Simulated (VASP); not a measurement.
# Zn12H (a cell with a defect) in VASP: a series of runs

Zn12H (a cell with a defect) is run at these levels: PBE; tasks: single point.

All numbers are computed with VASP 6.6.1; they aren't measurements. Logs are shortened: lines on timing, memory, paths and dates and some standing lists are left out, and cuts for length are marked.

## (1) The cell of the first run

The cell holds a defect, 13 atoms: a = 5.320 Å, b = 7.980 Å, c = 4.937 Å, α = 90.00°, β = 90.00°, γ = 120.00°.

## (2) Single point, PBE

Contents of INCAR:

```
SYSTEM = Zn12H
PREC = Accurate
ENCUT = 400
EDIFF = 1E-6
ISMEAR = -1
SIGMA = 0.1
LREAL = .FALSE.
LASPH = .TRUE.
NELM = 120
ALGO = Normal
ISIF = 2
LWAVE = .FALSE.
LCHARG = .FALSE.
GGA = PE
NBANDS = 84
GGA_COMPAT = .FALSE.
```

Contents of KPOINTS:

```
regular mesh
0
G
  4 3 3
  0 0 0
```

Contents of POSCAR:

```
Zn12H
1.0
    5.3200000000      0.0000000000      0.0000000000
   -3.9900000000      6.9108830000      0.0000000000
    0.0000000000      0.0000000000      4.9369600000
Zn H
12 1
Direct
   -0.0147267426     -0.0091594663      0.0074134690
    0.1672401379      0.2287261990      0.5309745268
   -0.0114415354      0.3362233162     -0.0336644413
    0.1577315464      0.5540681270      0.4941705017
    0.0495567427      0.6890581131      0.0050435896
    0.1534955928      0.9082196877      0.4999230296
    0.4972831598      0.0000868196     -0.0063601893
    0.6856364660      0.2258611526      0.4895725305
    0.4955215690      0.3041290093      0.0118899080
    0.6479636608      0.5385129512      0.4947376523
    0.5170234587      0.6707681204      0.0107150959
    0.6574984727      0.8910004698      0.4964188488
    0.6922213365      0.5205557669      0.8393424293
```

Potentials or basis: VASP PAW PBE potentials, release 64 (Zn, H).

Launch:

```bash
> cat potpaw_PBE.64/Zn/POTCAR potpaw_PBE.64/H/POTCAR > POTCAR
> mpirun -np 1 vasp_std > vasp.out
```

OUTCAR:

```text
SYSTEM = Zn12H
   PREC = Accurate
   ENCUT = 400
   EDIFF = 1E-6
   ISMEAR = -1
   LREAL = .FALSE.
   LASPH = .TRUE.
   NELM = 120
   ISIF = 2
   GGA = PE

 ion  position               nearest neighbor table
   1  0.985  0.991  0.007-  11 2.52   5 2.60   9 2.61   7 2.63   7 2.69   3 2.75   6 2.78   6 2.85
                            12 2.85   2 2.87  12 2.94
   2  0.167  0.229  0.531-  10 2.52   6 2.53   8 2.56   4 2.63   3 2.66  12 2.71   8 2.78   9 2.83
                             1 2.87   9 2.99
   3  0.989  0.336  0.966-   9 2.51   7 2.65   2 2.66   5 2.68   8 2.74  11 2.75   1 2.75   4 2.78
                             9 2.84   8 2.94   4 3.01
   4  0.158  0.554  0.494-   8 2.57   2 2.63  10 2.65  10 2.67  12 2.67   3 2.78   5 2.82   6 2.84
                            11 2.90   5 2.91   3 3.01  11 3.04
   5  0.050  0.689  0.005-  13 1.88   7 2.43  11 2.56   1 2.60   3 2.68  11 2.76   4 2.82   6 2.89
                             4 2.91   6 2.94   9 3.01  10 3.05
   6  0.153  0.908  0.500-   2 2.53  12 2.57   8 2.70  12 2.75   1 2.78  10 2.83   4 2.84   1 2.85
                             5 2.89   7 2.91   5 2.94   7 2.96
   7  0.497  0.000  0.994-   9 2.43   5 2.43   1 2.63   3 2.65  11 2.68   1 2.69  12 2.87  12 2.90
                             8 2.91   6 2.91   8 2.94   6 2.96
   8  0.686  0.226  0.490-   2 2.56   4 2.57  12 2.60  10 2.60   6 2.70   3 2.74   9 2.76   2 2.78
                             7 2.91   3 2.94   7 2.94   9 2.95
   9  0.496  0.304  0.012-  13 1.73   7 2.43   3 2.51   1 2.61   8 2.76   2 2.83   3 2.84  11 2.87
                            10 2.88   8 2.95   2 2.99   5 3.01  10 3.03
  10  0.648  0.539  0.495-  13 1.73   2 2.52   8 2.60   4 2.65   4 2.67  12 2.79   6 2.83  11 2.84
                             9 2.88  11 2.97   9 3.03   5 3.05
  11  0.517  0.671  0.011-   1 2.52   5 2.56   7 2.68   3 2.75   5 2.76  10 2.84  12 2.84   9 2.87
                             4 2.90  12 2.96  10 2.97   4 3.04
  12  0.657  0.891  0.496-   6 2.57   8 2.60   4 2.67   2 2.71   6 2.75  10 2.79  11 2.84   1 2.85
                             7 2.87   7 2.90   1 2.94  11 2.96
  13  0.692  0.521  0.839-   9 1.73  10 1.73   5 1.88

  LATTYP: Found a simple monoclinic cell.
 ALAT       =     5.3200000000
 B/A-ratio  =     0.9280000000
 C/A-ratio  =     1.3228757068
 COS(beta)  =    -0.1889822292

  Lattice vectors:

 A1 = (   5.3200000000,   0.0000000000,   0.0000000000)
 A2 = (   0.0000000000,   0.0000000000,   4.9369600000)
 A3 = (  -1.3300000000,  -6.9108830000,   0.0000000000)

Analysis of symmetry for initial positions (statically):
=====================================================================
 Subroutine PRICEL returns:
 Original cell was already a primitive cell.

 Routine SETGRP: Setting up the symmetry group for a
[... 153 lines left out ...]
   IALGO  =     38    algorithm
   IMIX   =      4    mixing-type and parameters
     AMIX     =   0.40;   BMIX     =  1.00
     AMIX_MAG =   1.60;   BMIX_MAG =  1.00
  volume/ion in A,a.u.               =      13.96        94.22
  Fermi-wavevector in a.u.,A,eV,Ry     =   1.519017  2.870525 31.394246  2.307412
  Thomas-Fermi vector in A             =   2.628059
   LORBIT       =      0    0 simple, 1 ext, 2 COOP (PROOUT), +10 PAW based schemes
   GGA     = PE    functional components
   LHFCALC =     F    Hartree Fock is set to
   AEXX    =    0.0000 exact exchange contribution
   IVDW    =     0    specifies the selected vdW correction
   LEPSILON=     F    determine dielectric tensor
   LRPA    =     F    only Hartree local field effects (RPA)
 non-spin polarized calculation
  energy-cutoff  :      400.00
  volume of cell :      181.51
 maximum number of plane-waves:      3312
 NGX is ok and might be reduce to    36
   NGX = 17   NGY = 27   NGZ = 17

 number of electron     144.9999948 magnetization

 Free energy of the ion-electron system (eV)
  ---------------------------------------------------
  ext. energy  EPLUGINS =         0.00000000
  ---------------------------------------------------
  free energy    TOTEN  =       -15.28872107 eV

  energy without entropy =      -15.17678771  energy(sigma->0) =      -15.23275439

 E-fermi :   3.3937     XC(G=0): -11.6368

 val. band max:        3.3922676052   @ k =   0.5000   0.0000   0.3333
 cond. band min:       3.4104375027   @ k =   0.5000   0.3333   0.0000
 fundamental gap:      0.0181698975
 Fermi energy:         3.3937087204

 k-point     1 :       0.0000    0.0000    0.0000
  band No.  band energies     occupation
      1      -7.7053      2.00000
      2      -5.9214      2.00000
      3      -5.4247      2.00000
      4      -5.2747      2.00000
      5      -5.2551      2.00000
      6      -5.2131      2.00000
[... 1642 lines left out ...]
     83       8.9008      0.00000
     84       9.3906      0.00000

------------------------ aborting loop because EDIFF is reached ----------------------------------------

  FORCE on cell =-STRESS in cart. coord.  units (eV):
  Direction    XX          YY          ZZ          XY          YZ          ZX
  --------------------------------------------------------------------------------------
  -------------------------------------------------------------------------------------
  Total        5.9061264      3.2717096      3.5371121     -0.4578145      0.2650087     -0.2587718
  in kB       52.1324983     28.8788932     31.2215621     -4.0410602      2.3391928     -2.2841397
  external PRESSURE =      37.4109845 kB  Pullay stress =       0.0000000 kB

 VOLUME and BASIS-vectors are now :
 -----------------------------------------------------------------------------
  energy-cutoff  :      400.00
  volume of cell :      181.51
      direct lattice vectors                 reciprocal lattice vectors
     5.320000000  0.000000000  0.000000000     0.187969925  0.108524482  0.000000000
    -3.990000000  6.910883000  0.000000000     0.000000000  0.144699310  0.000000000
     0.000000000  0.000000000  4.936960000     0.000000000  0.000000000  0.202553798

 POSITION                                       TOTAL-FORCE (eV/Angst)
 -----------------------------------------------------------------------------------
      1.28820      6.84758      0.03660        -0.005314      0.381145     -0.036603
     -0.02290      1.58070      2.62140         0.068607     -0.281189     -0.246725
      3.91760      2.32360      4.77076         0.720476      0.035322      0.337482
     -1.37160      3.82910      2.43970         0.210712      0.377068     -0.114312
     -2.48570      4.76200      0.02490        -0.160510     -0.419784      0.165409
     -2.80720      6.27660      2.46810         0.573633     -0.462592     -0.017273
      2.64520      0.00060      4.90556         0.468717      0.076313     -0.022186
      2.74640      1.56090      2.41700        -0.327186     -0.349824     -0.162897
      1.42270      2.10180      0.05870        -0.898820      0.069033      0.368470
      1.29850      3.72160      2.44250        -0.077327      0.653398     -0.723120
      0.07420      4.63560      0.05290        -0.324226     -0.258579      0.041326
     -0.05720      6.15760      2.45080        -0.109005     -0.203309      0.042565
      1.60560      3.59750      4.14380        -0.139758      0.382998      0.367863
 -----------------------------------------------------------------------------------
    total drift:                               -0.003112      0.003272      0.010619

  FREE ENERGIE OF THE ION-ELECTRON SYSTEM (eV)
  ---------------------------------------------------
  free  energy   TOTEN  =       -15.2887210730 eV

  energy  without entropy=      -15.1767877101  energy(sigma->0) =      -15.23275439
```

Run time: 5 min. Hardware: 1 thread of Oxide Virtual Turin-like, shared host; peak memory 0.27 GiB.

What came out:

- Free energy: -15.2887 eV
- Pressure: 3.7 GPa
- Largest force: 0.978 eV/Å
- Band gap on the k mesh: zero (an odd number of electrons rules out a gap without spin polarisation)

Forces on the atoms (eV/Å):
```
Zn  -0.005  0.381 -0.037
Zn   0.069 -0.281 -0.247
Zn   0.720  0.035  0.337
Zn   0.211  0.377 -0.114
Zn  -0.161 -0.420  0.165
Zn   0.574 -0.463 -0.017
Zn   0.469  0.076 -0.022
Zn  -0.327 -0.350 -0.163
Zn  -0.899  0.069  0.368
Zn  -0.077  0.653 -0.723
Zn  -0.324 -0.259  0.041
Zn  -0.109 -0.203  0.043
H   -0.140  0.383  0.368
```

Stress tensor (GPa, compression positive):
```
 5.21 -0.40 -0.23
-0.40  2.89  0.23
-0.23  0.23  3.12
```

Caveat: the k points lie up to 0.42 Å⁻¹ apart, too coarse for converged energies and pressures of a metal.

## (3) Single point, PBE

Contents of INCAR:

```
SYSTEM = Zn12H
PREC     = Accurate       ! precision mode
ENCUT    = 400            ! plane-wave cutoff, eV
EDIFF    = 1E-6           ! SCF threshold, eV
ISMEAR   = -1             ! smearing method
SIGMA    = 0.1            ! smearing width, eV
LREAL    = .False.        ! projectors in reciprocal space
LASPH    = .True.         ! aspherical terms in the spheres
NELM     = 120            ! most SCF steps
ALGO     = Normal         ! electronic algorithm
ISIF     = 2              ! what is computed and relaxed
LWAVE    = .False.        ! write WAVECAR
LCHARG   = .False.        ! write CHGCAR
GGA      = PE             ! functional
NBANDS   = 84             ! bands
GGA_COMPAT= .False.
```

Contents of KPOINTS:

```
Automatic mesh
0
Gamma
  4 3 3
  0 0 0
```

Contents of POSCAR:

```
Zn12H
1.0
    5.3200000000      0.0000000000      0.0000000000
   -3.9900000000      6.9108830000      0.0000000000
    0.0000000000      0.0000000000      4.9369600000
Zn H
12 1
Direct
   -0.0230226173     -0.0141805324      0.0206807428
    0.1678798768      0.2350929686      0.5646187127
   -0.0127162378      0.3412154424     -0.0658907506
    0.1509178528      0.5570634028      0.4800727573
    0.0807526704      0.7010536859      0.0007697044
    0.1364451509      0.9223278704      0.4997609865
    0.4973281690     -0.0034872534     -0.0126596124
    0.6976999336      0.2274094352      0.4727403098
    0.4972320097      0.2922491959      0.0218555548
    0.6289033690      0.5252295546      0.5141625616
    0.5420590620      0.6645749899      0.0117683757
    0.6400305566      0.8888878599      0.4918411330
    0.6467701676      0.5243902986      0.9108034094
```

Potentials or basis: VASP PAW PBE potentials, release 64 (Zn, H).

Launch:

```bash
> cat potpaw_PBE.64/Zn/POTCAR potpaw_PBE.64/H/POTCAR > POTCAR
> mpirun -np 1 vasp_std > vasp.out
```

Wall time 5.8 min (1 thread of Oxide Virtual Turin-like, shared host); peak memory 0.28 GiB.

Results (log left out):

* Free energy: -14.4779 eV
* Pressure: 6.6 GPa
* Largest force: 1.896 eV/Å
* Band gap on the k mesh: zero (an odd number of electrons rules out a gap without spin polarisation)

Forces in eV/Å, atoms in the order of the input:
```
Zn   0.113  0.715 -0.157
Zn   0.249 -0.695 -0.629
Zn   0.303  0.242  0.987
Zn   0.123  0.443 -0.125
Zn  -0.313 -1.211  0.048
Zn   1.034 -0.889  0.019
Zn   0.932  0.497 -0.107
Zn  -0.675 -0.387 -0.128
Zn  -1.110  0.121  0.314
Zn   0.360  1.040 -0.449
Zn  -1.724  0.592  0.522
Zn  -0.153 -0.232  0.069
H    0.861 -0.236 -0.363
```

Stress tensor (GPa, compression positive):
```
 7.83 -0.03 -0.72
-0.03  7.84  0.72
-0.72  0.72  4.14
```

Levels at points of the mesh, in eV from the Fermi level:
```
           k point  band 68  band 69  band 70  band 71  band 72  band 73  band 74  band 75  band 76  band 77
(0.00, 0.00, 0.00)    -3.21    -2.55    -1.43    -1.02    -0.34     0.14     0.19     0.46     1.59     1.67
(0.50, 0.00, 0.00)    -2.02    -1.83    -1.44    -1.43    -1.30    -0.81    -0.51    -0.04     0.13     1.98
```

Caveat: the k points lie up to 0.42 Å⁻¹ apart, too coarse for converged energies and pressures of a metal.

The gap in the log of VASP goes by the Fermi energy; the results here count the filled bands.